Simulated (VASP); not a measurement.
# Na5Ir in VASP: further runs, part 2 of 2

VASP 6.6.1. Earlier steps stand in the parts before.

## Step 3: Single point, PBE

This run uses another cell than the first one, of 24.25 Å³/atom.

The input, INCAR:

```
SYSTEM = Na5Ir
  ALGO = Fast
  EDIFF = 1E-6
  ENCUT = 520
  GGA = PE
  ISIF = 2
  ISMEAR = 0
  LASPH = .TRUE.
  LCHARG = .TRUE.
  LELF = .TRUE.
  LREAL = .FALSE.
  LVHAR = .TRUE.
  LWAVE = .FALSE.
  NBANDS = 56
  NELM = 80
  PREC = Accurate
  SIGMA = 0.2
```

The input, KPOINTS:

```
k-points
0
G
  4 4 4
  0 0 0
```

The input, POSCAR:

```
Na5Ir
1.0
    5.7219582793      0.0098181405     -0.0148901960
   -2.8508460151     -1.6620824124     -5.1342868239
    0.0177922749      9.8957246090      0.0151459623
Na Ir
10 2
Direct
    0.0085881346      0.0272278886      0.6716172851
    0.5148706381      0.0277071938      0.1715509719
    0.4846708973      0.9747692252      0.8269287512
    0.9842522476      0.9706012399      0.3290617967
    0.4354944272      0.4944853337      0.5638567218
    0.9352632547      0.5002430863      0.0646601356
    0.4365936063      0.5028985723      0.9348734323
    0.9375258075      0.4998738035      0.4360820387
    0.8831486402      0.5045678824      0.7508774379
    0.3784056544      0.4983410599      0.2496899159
    0.5015091835     -0.0015162333      0.5006847490
   -0.0003224914      1.0008009474      1.0001167639
```

Potentials or basis: VASP PAW PBE potentials, release 64 (Na_pv, Ir).

On the command line:

```bash
cat potpaw_PBE.64/Na_pv/POTCAR potpaw_PBE.64/Ir/POTCAR > POTCAR
mpirun -np 1 vasp_std > vasp.out
```

OUTCAR:

```text
SYSTEM = Na5Ir
   EDIFF = 1E-6
   ENCUT = 520
   GGA = PE
   ISIF = 2
   ISMEAR = 0
   LASPH = .TRUE.
   LREAL = .FALSE.
   NELM = 80
   PREC = Accurate

 ion  position               nearest neighbor table
   1  0.009  0.027  0.672-
   2  0.515  0.028  0.172-
   3  0.485  0.975  0.827-
   4  0.984  0.971  0.329-
   5  0.435  0.494  0.564-
   6  0.935  0.500  0.065-
   7  0.437  0.503  0.935-
   8  0.938  0.500  0.436-
   9  0.883  0.505  0.751-
  10  0.378  0.498  0.250-
  11  0.502  0.998  0.501-
  12  1.000  0.001  0.000-

  LATTYP: Found a triclinic cell.
 ALAT       =     5.7219860769
 B/A-ratio  =     2.0007635345
 C/A-ratio  =     1.0700281618
 COS(alpha) =     0.0015918037
 COS(beta)  =     0.4706533589
 COS(gamma) =     0.5028430328

  Lattice vectors:

 A1 = (  -5.7219582793,  -0.0098181405,   0.0148901960)
 A2 = (  -5.7397505542,  -9.9055427495,  -0.0002557663)
 A3 = (  -2.8711122642,   1.6522642719,   5.1491770199)

Analysis of symmetry for initial positions (statically):
=====================================================================
 Subroutine PRICEL returns:
 Original cell was already a primitive cell.

 Routine SETGRP: Setting up the symmetry group for a
 triclinic supercell.

 Subroutine GETGRP returns: Found  1 space group operations
 (whereof  1 operations were pure point group operations)
 out of a pool of  2 trial point group operations.

The static configuration has the point symmetry C_1 .

[... 154 lines left out ...]
  Fermi-wavevector in a.u.,A,eV,Ry     =   1.098857  2.076539 16.428865  1.207487
  Thomas-Fermi vector in A             =   2.235242
   LORBIT       =      0    0 simple, 1 ext, 2 COOP (PROOUT), +10 PAW based schemes
   GGA     = PE    functional components
   LHFCALC =     F    Hartree Fock is set to
   AEXX    =    0.0000 exact exchange contribution
   IVDW    =     0    specifies the selected vdW correction
   LEPSILON=     F    determine dielectric tensor
   LRPA    =     F    only Hartree local field effects (RPA)
 non-spin polarized calculation
 RMM-DIIS sequential band-by-band and
 Gauss-broadening in eV      SIGMA  =   0.20
  energy-cutoff  :      520.00
  volume of cell :      290.99
 maximum number of plane-waves:      7862
 NGX is ok and might be reduce to    48

 number of electron      88.0000012 magnetization

 Free energy of the ion-electron system (eV)
  ---------------------------------------------------
  ext. energy  EPLUGINS =         0.00000000
  ---------------------------------------------------
  free energy    TOTEN  =       -26.67579435 eV

  energy without entropy =      -26.60116654  energy(sigma->0) =      -26.63848044

 E-fermi :   1.6123     XC(G=0):  -8.1607

 val. band max:        1.6035883697   @ k =   0.0000  -0.2500   0.2500
 cond. band min:       1.6559304242   @ k =   0.2500   0.0000   0.2500
 fundamental gap:      0.0523420544
 Fermi energy:         1.6122682963

 k-point     1 :       0.0000    0.0000    0.0000
  band No.  band energies     occupation
      1     -22.8598      2.00000
      2     -22.8573      2.00000
      3     -22.8198      2.00000
      4     -22.8147      2.00000
      5     -22.8110      2.00000
      6     -22.7931      2.00000
[... 1405 lines left out ...]
     55       5.5531      0.00000
     56       5.9514      0.00000

 [... further k-points ...]

------------------------ aborting loop because EDIFF is reached ----------------------------------------

  FORCE on cell =-STRESS in cart. coord.  units (eV):
  Direction    XX          YY          ZZ          XY          YZ          ZX
  --------------------------------------------------------------------------------------
  -------------------------------------------------------------------------------------
  Total        0.1972068      0.0926310      0.0412485     -0.0647159     -0.0113682      0.0915113
  in kB        1.0857984      0.5100161      0.2271098     -0.3563186     -0.0625919      0.5038512
  external PRESSURE =       0.6076414 kB  Pullay stress =       0.0000000 kB

 VOLUME and BASIS-vectors are now :
 -----------------------------------------------------------------------------
  energy-cutoff  :      520.00
  volume of cell :      290.99
      direct lattice vectors                 reciprocal lattice vectors
     5.721958279  0.009818140 -0.014890196     0.174513605 -0.000165543 -0.096846220
    -2.850846015 -1.662082412 -5.134286824    -0.000506877  0.000298734 -0.194584277
     0.017792275  9.895724609  0.015145962    -0.000258280  0.101104081 -0.032586220

 POSITION                                       TOTAL-FORCE (eV/Angst)
 -----------------------------------------------------------------------------------
     -0.01653      6.60097     -0.12975         0.012900      0.007833     -0.002801
      2.87013      1.65662     -0.14732        -0.001971      0.005537      0.001455
      0.00906      6.56767     -4.99944         0.002791      0.006580      0.002406
      2.87067      1.65275     -4.99302         0.001710     -0.009084      0.000711
      1.09221      4.76217     -2.53677        -0.006304      0.002147     -0.012618
      3.92657     -0.18240     -2.58134         0.001641     -0.002998      0.003385
      1.08112      8.41968     -2.57437        -0.000762     -0.001126      0.008436
      3.94718      3.49372     -2.57385         0.000974     -0.005102     -0.000753
      3.62825      6.60051     -2.59237        -0.006547      0.001220      0.013614
      0.74897      1.64629     -2.56048        -0.001365     -0.006298     -0.005727
      0.03200      3.30000     -5.12639        -0.007946     -0.001609     -0.001712
      5.71783      0.00964     -0.01900         0.004881      0.002900     -0.006395
 -----------------------------------------------------------------------------------
    total drift:                               -0.000329      0.001256      0.000484

  FREE ENERGIE OF THE ION-ELECTRON SYSTEM (eV)
  ---------------------------------------------------
  free  energy   TOTEN  =       -26.6757943465 eV

  energy  without entropy=      -26.6011665377  energy(sigma->0) =      -26.63848044
```

stdout:

```text
POSCAR found type information on POSCAR NaIr
 POSCAR found :  2 types and      12 ions
 scaLAPACK will be used
 LDA part: xc-table for (Slater+PW92), standard interpolation
 POSCAR, INCAR and KPOINTS ok, starting setup
 FFT: planning ... GRIDC
 FFT: planning ... GRID_SOFT
 FFT: planning ... GRID
 WAVECAR not read
 entering main loop
```

Wall time 25 min (1 thread of Intel Xeon 8259CL, shared host); peak memory 0.71 GiB.

What came out:

```yaml
Free_energy: -26.6758 eV
Pressure: 0.1 GPa
Largest_force: 0.015 eV/Å
Band_gap_on_the_k_mesh: zero (bands 44 and 45 overlap by 1.56 eV)
```

Forces on the atoms (eV/Å):
```
Na   0.013  0.008 -0.003
Na  -0.002  0.006  0.001
Na   0.003  0.007  0.002
Na   0.002 -0.009  0.001
Na  -0.006  0.002 -0.013
Na   0.002 -0.003  0.003
Na  -0.001 -0.001  0.008
Na   0.001 -0.005 -0.001
Na  -0.007  0.001  0.014
Na  -0.001 -0.006 -0.006
Ir  -0.008 -0.002 -0.002
Ir   0.005  0.003 -0.006
```

Caveat: spin-orbit coupling is left out, which moves the levels of the heavy elements.

## Step 4: Single point, PBE

This run uses another cell than the first one: it holds 6 atoms, not 12.

The input, INCAR:

```
SYSTEM = Na5Ir
  PREC = Accurate
  ENCUT = 520
  EDIFF = 1E-6
  ISMEAR = 0
  SIGMA = 0.1
  LREAL = .FALSE.
  LASPH = .TRUE.
  NELM = 100
  ALGO = Fast
  ISIF = 2
  LWAVE = .FALSE.
  LCHARG = .TRUE.
  GGA = PE
  LELF = .TRUE.
  LVHAR = .TRUE.
  NBANDS = 31
```

The input, KPOINTS:

```
Automatic mesh
0
G
  12 12 12
  0 0 0
```

The input, POSCAR:

```
Na5Ir
1.0
    2.8673159531      1.6554456374      5.1194082190
   -2.8673159531      1.6554456374      5.1194082190
    0.0000000000     -3.3108912747      5.1194082190
Na Ir
5 1
Direct
    0.6570952917      0.6570952917      0.6570952917
    0.3429047083      0.3429047083      0.3429047083
    0.5000000000      0.1276105913      0.8723894087
    0.8723894087      0.5000000000      0.1276105913
    0.1276105913      0.8723894087      0.5000000000
    0.0000000000      0.0000000000      0.0000000000
```

On the command line:

```bash
cat potpaw_PBE.64/Na_pv/POTCAR potpaw_PBE.64/Ir/POTCAR > POTCAR
mpirun -np 1 vasp_std > vasp.out
```

It took 35 min on 1 thread of Intel Xeon 8259CL, shared host; peak memory 0.82 GiB.

The run converged. Its results:

* Free energy: -13.3375 eV
* Pressure: 0.0 GPa
* Band gap on the k mesh: zero (bands 22 and 23 overlap by 1.57 eV)

Forces in eV/Å, atoms in the order of the input:
```
Na   0.000  0.000 -0.003
Na   0.000  0.000  0.003
Na   0.000  0.001  0.000
Na   0.000 -0.001  0.000
Na   0.001  0.000  0.000
Ir   0.000  0.000  0.000
```

Levels at points of the mesh, in eV from the Fermi level:
```
           k point  band 20  band 21  band 22  band 23  band 24  band 25
(0.00, 0.00, 0.00)    -0.63    -0.63     1.40     1.61     2.55     2.55
(0.50, 0.00, 0.00)    -0.74    -0.58    -0.48     1.62     1.88     1.93
(0.50, 0.50, 0.00)    -0.58    -0.55    -0.47     0.46     0.78     0.91
(0.50, 0.50, 0.50)    -0.77    -0.57    -0.57     2.22     2.22     2.53
```

Caveat: spin-orbit coupling is left out, which moves the levels of the heavy elements.

## Step 5: The runs side by side

| cell | k mesh | smearing | further INCAR settings | gap on the mesh (eV) | pressure (GPa) | largest force (eV/Å) |
| --- | --- | --- | --- | --- | --- | --- |
| a = 5.735, b = 6.097, c = 9.933 Å, angles 105.8, 90.0, 118.1°, 12 atoms, atomic positions A | 4 × 4 × 4 | gaussian 0.2 eV | ALGO = Fast; EDIFF = 1e-07; NBANDS = 56 | none | 0.0 | 0.01 |
| a = 5.722, b = 6.103, c = 9.896 Å, angles 105.9, 89.8, 117.7°, 12 atoms, atomic positions B | 4 × 4 × 4 | gaussian 0.2 eV | ALGO = Fast; EDIFF = 1e-06; NBANDS = 56 | none | 0.1 | 0.02 |
| a = 6.097 Å, angles 56.1°, 6 atoms, atomic positions C | 12 × 12 × 12 | gaussian 0.1 eV | ALGO = Fast; EDIFF = 1e-06; NBANDS = 31 | none | 0.0 | - |

Alike in all rows: task single point; level PBE; potentials or basis VASP PAW PBE potentials, release 64 (Na_pv, Ir); no spin polarisation; cutoff (eV) 520.

Caveats: spin-orbit coupling is left out, which moves the levels of the heavy elements.

Absolute energies hang on the potentials; compare differences alone.

The gap in the log of VASP goes by the Fermi energy; the results here count the filled bands.